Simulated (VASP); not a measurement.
# AlN (P6_3mc) in VASP: notebook

Runs on AlN. Level: LDA. Tasks: single point.

Everything below comes from runs of VASP 6.6.1. Logs are shortened: lines on timing, memory, paths and dates and some standing lists are left out, and cuts for length are marked.

## Step 1: The cell of the first run

It takes space group P6_3mc (No. 186, hexagonal). Conventional cell: a = 3.058 Å, b = 3.058 Å, c = 5.537 Å, α = 90.00°, β = 90.00°, γ = 120.00°. Within 2.5 Å of Al (site symmetry 3m) lie 4 N at 1.90 to 2.06 Å. N (site symmetry 3m) has 4 Al at 1.90 to 2.06 Å within 2.5 Å.

## Step 2: Single point, LDA

INCAR

```
  PREC = Accurate
  ENCUT = 520
  EDIFF = 1E-6
  ISMEAR = 0
  SIGMA = 0.05
  LREAL = F
  LASPH = T
  NELM = 100
  ALGO = Normal
  ISIF = 2
  LWAVE = F
  LCHARG = F
  NBANDS = 16
```

KPOINTS

```
Automatic mesh
0
Gamma
  9 9 6
```

POSCAR

```
AlN
1.0
    3.0577000000      0.0000000000      0.0000000000
   -1.5288500000      2.6480458772      0.0000000000
    0.0000000000      0.0000000000      5.5368000000
Al N
2 2
Direct
    0.3333333333      0.6666666667      0.0061523011
    0.6666666667      0.3333333333      0.5061523011
    0.3333333333      0.6666666667      0.3788476989
    0.6666666667      0.3333333333      0.8788476989
```

Potentials or basis: VASP PAW LDA potentials, release 64 (Al, N).

On the command line:

```console
> cat potpaw_LDA.64/Al/POTCAR potpaw_LDA.64/N/POTCAR > POTCAR
> mpirun -np 1 vasp_std > vasp.out
```

OUTCAR:

```text
PREC = Accurate
   ENCUT = 520
   EDIFF = 1E-6
   ISMEAR = 0
   LREAL = F
   LASPH = T
   NELM = 100
   ISIF = 2

 ion  position               nearest neighbor table
   1  0.333  0.667  0.006-   4 1.90   4 1.90   4 1.90   3 2.06   2 3.28   2 3.28   2 3.28   2 3.28
                             2 3.28   2 3.28
   2  0.667  0.333  0.506-   3 1.90   3 1.90   3 1.90   4 2.06   1 3.28   1 3.28   1 3.28   1 3.28
                             1 3.28   1 3.28
   3  0.333  0.667  0.379-   2 1.90   2 1.90   2 1.90   1 2.06
   4  0.667  0.333  0.879-   1 1.90   1 1.90   1 1.90   2 2.06

  LATTYP: Found a hexagonal cell.
 ALAT       =     3.0577000000
 C/A-ratio  =     1.8107728031

  Lattice vectors:

 A1 = (   3.0577000000,   0.0000000000,   0.0000000000)
 A2 = (  -1.5288500000,   2.6480458772,   0.0000000000)
 A3 = (   0.0000000000,   0.0000000000,   5.5368000000)

Analysis of symmetry for initial positions (statically):
=====================================================================
 Subroutine PRICEL returns:
 Original cell was already a primitive cell.

 Routine SETGRP: Setting up the symmetry group for a
 hexagonal supercell.

 Subroutine GETGRP returns: Found 12 space group operations
 (whereof  6 operations were pure point group operations)
 out of a pool of 24 trial point group operations.

The static configuration has the point symmetry C_3v.
 The point group associated with its full space group is C_6v.

Analysis of symmetry for dynamics (positions and initial velocities):
=====================================================================
 Subroutine PRICEL returns:
 Original cell was already a primitive cell.

 Routine SETGRP: Setting up the symmetry group for a
 hexagonal supercell.

 Subroutine GETGRP returns: Found 12 space group operations
 (whereof  6 operations were pure point group operations)
 out of a pool of 24 trial point group operations.

The dynamic configuration has the point symmetry C_3v.
 The point group associated with its full space group is C_6v.

 Subroutine INISYM returns: Found 12 space group operations
 (whereof  6 operations are pure point group operations),
 and found     1 'primitive' translations

----------------------------------------------------------------------------------------

                                     Primitive cell

  volume of cell :      44.8311

  direct lattice vectors                    reciprocal lattice vectors
     3.057700000  0.000000000  0.000000000     0.327043202  0.188818481  0.000000000
    -1.528850000  2.648045877  0.000000000     0.000000000  0.377636962  0.000000000
     0.000000000  0.000000000  5.536800000     0.000000000  0.000000000  0.180609738

  length of vectors
     3.057700000  3.057700000  5.536800000     0.377636962  0.377636962  0.180609738

  position of ions in fractional coordinates (direct lattice)
     0.333333333  0.666666667  0.006152301
     0.666666667  0.333333333  0.506152301
     0.333333333  0.666666667  0.378847699
     0.666666667  0.333333333  0.878847699

  ion indices of the primitive-cell ions
   primitive index   ion index
                 1           1
                 2           2
                 3           3
                 4           4

----------------------------------------------------------------------------------------

 KPOINTS: Automatic mesh

Automatic generation of k-mesh.
 Grid dimensions read from file:
 generate k-points for:    9    9    6

 Generating k-lattice:

  Cartesian coordinates                     Fractional coordinates (reciprocal lattice)
     0.036338134  0.020979831  0.000000000     0.111111111  0.000000000  0.000000000
     0.000000000  0.041959662  0.000000000     0.000000000  0.111111111  0.000000000
     0.000000000  0.000000000  0.030101623     0.000000000  0.000000000  0.166666667

  Length of vectors
     0.041959662  0.041959662  0.030101623

  Shift w.r.t. Gamma in fractional coordinates (k-lattice)
     0.000000000  0.000000000  0.000000000

 Subroutine IBZKPT returns following result:
 ===========================================

 Found     48 irreducible k-points:

 Following reciprocal coordinates:
            Coordinates               Weight
  0.000000  0.000000  0.000000      1.000000
  0.111111  0.000000  0.000000      6.000000
  0.222222 -0.000000  0.000000      6.000000
  0.333333  0.000000  0.000000      6.000000
  0.444444 -0.000000  0.000000      6.000000
  0.111111  0.111111  0.000000      6.000000
[... 16 lines left out ...]
  0.333333  0.222222  0.166667     24.000000
  0.333333  0.333333  0.166667      4.000000
 [... further k-points ...]
   k-points           NKPTS =     48   k-points in BZ     NKDIM =     48   number of bands    NBANDS=     16
   number of dos      NEDOS =    301   number of ions     NIONS =      4
   total plane-waves  NPLWV =  24192
   dimension x,y,z NGX =    24 NGY =   24 NGZ =   42
   dimension x,y,z NGXF=    48 NGYF=   48 NGZF=   84
   ions per type =               2   2
   NGX,Y,Z   is equivalent  to a cutoff of  13.05, 13.05, 12.61 a.u.
   NGXF,Y,Z  is equivalent  to a cutoff of  26.10, 26.10, 25.22 a.u.
 SYSTEM =  unknown system
   PREC   = accura    normal or accurate (medium, high low for compatibility)
   ISTART =      0    job   : 0-new  1-cont  2-samecut
   ICHARG =      2    charge: 1-file 2-atom 10-const
   ISPIN  =      1    spin polarized calculation?
   LNONCOLLINEAR =      F non collinear calculations
   LSORBIT =      F    spin-orbit coupling
   LASPH  =      T    aspherical Exc in radial PAW
   ENCUT  =  520.0 eV  38.22 Ry    6.18 a.u.   5.69  5.69 10.29*2*pi/ulx,y,z
   NELM   =    100;   NELMIN=  2; NELMDL= -5     # of ELM steps
   EDIFF  = 0.1E-05   stopping-criterion for ELM
   LREAL  =      F    real-space projection
   EDIFFG = 0.1E-04   stopping-criterion for IOM
   NSW    =      0    number of steps for IOM
   IBRION =     -1    ionic relax: 0-MD 1-quasi-New 2-CG
   NFREE  =      0    steps in history (QN), initial steepest desc. (CG)
   ISIF   =      2    stress and relaxation
   ISYM   =      2    0-nonsym 1-usesym 2-fastsym
   POTIM  = 0.5000    time-step for ionic-motion
   TEBEG  =    0.0;   TEEND  =   0.0 temperature during run
   PSTRESS=    0.0 pullay stress
   NELECT =      16.0000    total number of electrons
   NUPDOWN=      -1.0000    fix difference up-down
   EMIN   =  10.00;   EMAX   =-10.00  energy-range for DOS
   EFERMI =   0.00;   METHOD = LEGACY
   ISMEAR =     0;   SIGMA  =   0.05  broadening in eV -4-tet -1-fermi 0-gaus
   EFERMI_NEDOS =   21; number of points for ismear=-14 and -15
   IALGO  =     38    algorithm
   IMIX   =      4    mixing-type and parameters
     AMIX     =   0.40;   BMIX     =  1.00
     AMIX_MAG =   1.60;   BMIX_MAG =  1.00
  volume/ion in A,a.u.               =      11.21        75.63
  Fermi-wavevector in a.u.,A,eV,Ry     =   1.161239  2.194424 18.347142  1.348477
  Thomas-Fermi vector in A             =   2.297813
   LORBIT       =      0    0 simple, 1 ext, 2 COOP (PROOUT), +10 PAW based schemes
   GGA     = CA    functional components
   LHFCALC =     F    Hartree Fock is set to
   AEXX    =    0.0000 exact exchange contribution
   IVDW    =     0    specifies the selected vdW correction
   LEPSILON=     F    determine dielectric tensor
   LRPA    =     F    only Hartree local field effects (RPA)
 non-spin polarized calculation
 Gauss-broadening in eV      SIGMA  =   0.05
  energy-cutoff  :      520.00
  volume of cell :       44.83
 maximum number of plane-waves:      1221
 NGX is ok and might be reduce to    24
   NGX = 11   NGY = 11   NGZ = 21

 number of electron      15.9999998 magnetization

 Free energy of the ion-electron system (eV)
  ---------------------------------------------------
  ext. energy  EPLUGINS =         0.00000000
  ---------------------------------------------------
  free energy    TOTEN  =       -32.24418884 eV

  energy without entropy =      -32.24418884  energy(sigma->0) =      -32.24418884

 E-fermi :   5.5708     XC(G=0): -10.9442

 val. band max:        5.3043336239   @ k =   0.0000   0.0000   0.0000
 cond. band min:       8.3699308371   @ k =   0.0000   0.0000   0.0000
 fundamental gap:      3.0655972131
 Fermi energy:         5.5708456555

 k-point     1 :       0.0000    0.0000    0.0000
  band No.  band energies     occupation
      1      -9.3872      2.00000
      2      -7.8415      2.00000
      3      -0.8681      2.00000
      4       4.6423      2.00000
      5       4.9414      2.00000
      6       4.9414      2.00000
[... 8 lines left out ...]
     15      18.2124      0.00000
     16      18.2124      0.00000

 k-point     2 :       0.1111    0.0000    0.0000
  band No.  band energies     occupation
      1      -9.2231      2.00000
      2      -7.7246      2.00000
      3      -0.6681      2.00000
      4       4.1805      2.00000
      5       4.5234      2.00000
      6       4.6518      2.00000
[... 8 lines left out ...]
     15      17.5148      0.00000
     16      18.1580      0.00000

 k-point     3 :       0.2222   -0.0000    0.0000
  band No.  band energies     occupation
      1      -8.7586      2.00000
      2      -7.4147      2.00000
      3      -0.0885      2.00000
      4       2.5713      2.00000
      5       3.1634      2.00000
      6       4.3599      2.00000
[... 8 lines left out ...]
     15      17.1515      0.00000
     16      17.7989      0.00000

 k-point     4 :       0.3333    0.0000    0.0000
  band No.  band energies     occupation
      1      -8.0951      2.00000
      2      -7.0523      2.00000
      3       0.7485      2.00000
      4       1.0714      2.00000
      5       1.8532      2.00000
      6       3.9855      2.00000
[... 8 lines left out ...]
     15      16.7230      0.00000
     16      18.6686      0.00000
[... 324 lines left out ...]
 k-point    22 :       0.2222    0.2222    0.1667
  band No.  band energies     occupation
      1      -7.7022      2.00000
      2      -6.9640      2.00000
      3       0.9028      2.00000
      4       1.1055      2.00000
      5       2.0649      2.00000
      6       2.9231      2.00000
[... 8 lines left out ...]
     15      17.0207      0.00000
     16      19.0641      0.00000

 k-point    23 :       0.3333    0.2222    0.1667
  band No.  band energies     occupation
      1      -7.1902      2.00000
      2      -6.8291      2.00000
      3       0.5062      2.00000
      4       1.0457      2.00000
      5       2.0755      2.00000
      6       2.7124      2.00000
[... 8 lines left out ...]
     15      17.7498      0.00000
     16      18.8434      0.00000

 k-point    24 :       0.3333    0.3333    0.1667
  band No.  band energies     occupation
      1      -6.8952      2.00000
      2      -6.8952      2.00000
      3       0.9270      2.00000
      4       1.2717      2.00000
      5       1.2717      2.00000
      6       2.3703      2.00000
[... 8 lines left out ...]
     15      18.2051      0.00000
     16      19.4348      0.00000

 [... further k-points ...]
[... 5 lines left out ...]
  --------------------------------------------------------------------------------------
  -------------------------------------------------------------------------------------
  Total       -0.4371413     -0.4371413    -10.6343308     -0.0000000     -0.0000000      0.0000000
  in kB      -15.6225965    -15.6225965   -380.0506963     -0.0000000     -0.0000000      0.0000000
  external PRESSURE =    -137.0986298 kB  Pullay stress =       0.0000000 kB

 VOLUME and BASIS-vectors are now :
 -----------------------------------------------------------------------------
  energy-cutoff  :      520.00
  volume of cell :       44.83
      direct lattice vectors                 reciprocal lattice vectors
     3.057700000  0.000000000  0.000000000     0.327043202  0.188818481  0.000000000
    -1.528850000  2.648045877  0.000000000     0.000000000  0.377636962  0.000000000
     0.000000000  0.000000000  5.536800000     0.000000000  0.000000000  0.180609738

 POSITION                                       TOTAL-FORCE (eV/Angst)
 -----------------------------------------------------------------------------------
     -0.00000      1.76536      0.03406         0.000000      0.000000      0.027169
      1.52885      0.88268      2.80246        -0.000000     -0.000000      0.027169
     -0.00000      1.76536      2.09760         0.000000      0.000000     -0.027169
      1.52885      0.88268      4.86600         0.000000     -0.000000     -0.027169
 -----------------------------------------------------------------------------------
    total drift:                               -0.000000      0.000000      0.000133

  FREE ENERGIE OF THE ION-ELECTRON SYSTEM (eV)
  ---------------------------------------------------
  free  energy   TOTEN  =       -32.2441888372 eV

  energy  without entropy=      -32.2441888372  energy(sigma->0) =      -32.24418884
```

It took 25 s on 1 thread of AMD EPYC 7R43 (Zen 3), shared host; peak memory 0.11 GiB.

What came out:

- Free energy: -32.2442 eV
- Pressure: -13.7 GPa
- Largest force: 0.027 eV/Å
- Band gap on the k mesh: 3.07 eV, direct

Forces in eV/Å, atoms in the order of the input:
```
Al   0.000  0.000  0.027
Al   0.000  0.000  0.027
N    0.000  0.000 -0.027
N    0.000  0.000 -0.027
```

Expect the measured gap to be larger: semilocal functionals such as LDA lack the derivative discontinuity.

## Step 3: Single point, LDA

This run uses another cell than the first one, of 11.05 Å³/atom, 0.986 times its volume.

INCAR

```
SYSTEM = AlN
PREC = Accurate
ENCUT = 520
EDIFF = 1E-7
ISMEAR = 0
SIGMA = 0.05
LREAL = .FALSE.
LASPH = .TRUE.
NELM = 60
ALGO = Normal
ISIF = 2
LWAVE = .FALSE.
LCHARG = .FALSE.
GGA = CA
NBANDS = 16
```

KPOINTS

```
Automatic mesh
0
G
  9 9 6
  0 0 0
```

POSCAR

```
AlN
1.0
    3.1504000000      0.0000000000      0.0000000000
   -1.5752000000      2.7283264321      0.0000000000
    0.0000000000      0.0000000000      5.1413000000
Al N
2 2
Direct
    0.3333333333      0.6666666667      0.0031935847
    0.6666666667      0.3333333333      0.5031935847
    0.3333333333      0.6666666667      0.3818064153
    0.6666666667      0.3333333333      0.8818064153
```

Potentials or basis: VASP PAW LDA potentials, release 64 (Al, N).

On the command line:

```console
> cat potpaw_LDA.64/Al/POTCAR potpaw_LDA.64/N/POTCAR > POTCAR
> mpirun -np 1 vasp_std > vasp.out
```

It took 33 s on 1 thread of AMD EPYC 7R43 (Zen 3), shared host; peak memory 0.11 GiB.

It converged, with:

| Property | Result |
| --- | --- |
| Free energy | -32.6894 eV |
| Pressure | -13.7 GPa |
| Band gap on the k mesh | 3.82 eV, direct |

Forces in eV/Å, atoms in the order of the input:
```
Al   0.000  0.000 -0.003
Al   0.000  0.000 -0.003
N    0.000  0.000  0.003
N    0.000  0.000  0.003
```

Stress tensor (GPa, compression positive):
```
-12.27   0.00   0.00
  0.00 -12.27   0.00
  0.00   0.00 -16.49
```

Levels at points of the mesh, in eV from the valence-band top:
| k point | band 6 | band 7 | band 8 | band 9 | band 10 | band 11 |
| --- | --- | --- | --- | --- | --- | --- |
| (0.00, 0.00, 0.00) | -0.05 | -0.05 | 0.00 | 3.82 | 6.34 | 10.01 |
| (0.00, 0.00, 0.50) | -0.36 | -0.36 | -0.36 | 6.10 | 6.10 | 9.72 |

LDA gaps usually lie below the measured ones, often by a third to a half.

## Step 4: Single point, LDA

This run uses another cell than the first one, of 11.03 Å³/atom, 0.984 times its volume.

INCAR

```
SYSTEM = AlN
ALGO = Normal ; EDIFF = 1E-6
ENCUT = 520 ; GGA = CA
ISIF = 2 ; ISMEAR = 0
LASPH = .TRUE. ; LCHARG = .FALSE.
LREAL = .FALSE. ; LWAVE = .FALSE.
NBANDS = 16 ; NELM = 60
PREC = Accurate ; SIGMA = 0.05
```

KPOINTS

```
k-points
0
G
  9 9 6
  0 0 0
```

POSCAR

```
AlN
1.0
    3.0886152983      0.0000000000      0.0000000000
   -1.5443076491      2.6748193108      0.0000000000
    0.0000000000      0.0000000000      5.3391000000
Al N
2 2
Direct
    0.3333333333      0.6666666667      0.0060372172
    0.6666666667      0.3333333333      0.5060372172
    0.3333333333      0.6666666667      0.3789627828
    0.6666666667      0.3333333333      0.8789627828
```

On the command line:

```console
> cat potpaw_LDA.64/Al/POTCAR potpaw_LDA.64/N/POTCAR > POTCAR
> mpirun -np 1 vasp_std > vasp.out
```

It took 33 s on 1 thread of AMD EPYC 7R43 (Zen 3), shared host; peak memory 0.12 GiB.

It converged, with:

```yaml
Free_energy: -32.5579 eV
Pressure: -12.7 GPa
Largest_force: 0.013 eV/Å
Band_gap_on_the_k_mesh: 3.57 eV, direct
```

Forces on the atoms (eV/Å):
```
Al   0.000  0.000  0.013
Al   0.000  0.000  0.013
N    0.000  0.000 -0.013
N    0.000  0.000 -0.013
```

Stress tensor (GPa, compression positive):
```
 -5.24   0.00   0.00
  0.00  -5.24   0.00
  0.00   0.00 -27.63
```

Levels at points of the mesh, in eV from the valence-band top:
| k point | band 4 | band 5 | band 6 | band 7 | band 8 | band 9 | band 10 | band 11 | band 12 | band 13 |
| --- | --- | --- | --- | --- | --- | --- | --- | --- | --- | --- |
| (0.00, 0.00, 0.00) | -0.46 | -0.46 | -0.38 | 0.00 | 0.00 | 3.57 | 6.83 | 9.56 | 11.14 | 11.30 |
| (0.00, 0.00, 0.50) | -3.62 | -0.23 | -0.23 | -0.23 | -0.23 | 6.16 | 6.16 | 9.42 | 9.42 | 11.61 |

## Step 5: Overview

| cell | gap on the mesh (eV) | pressure (GPa) | largest force (eV/Å) |
| --- | --- | --- | --- |
| a = 3.058, b = 3.058, c = 5.537 Å, angles 90.0, 90.0, 120.0°, 4 atoms | 3.07 | -13.7 | 0.03 |
| a = 3.150, b = 3.150, c = 5.141 Å, angles 90.0, 90.0, 120.0°, 4 atoms | 3.82 | -13.7 | - |
| a = 3.089, b = 3.089, c = 5.339 Å, angles 90.0, 90.0, 120.0°, 4 atoms | 3.57 | -12.7 | 0.01 |

Alike in all rows: task single point; level LDA; potentials or basis VASP PAW LDA potentials, release 64 (Al, N); no spin polarisation; k mesh 9 × 9 × 6; cutoff (eV) 520; smearing gaussian 0.05 eV.

Total energies depend on the potentials used, so only differences within one code and one set of settings carry meaning.
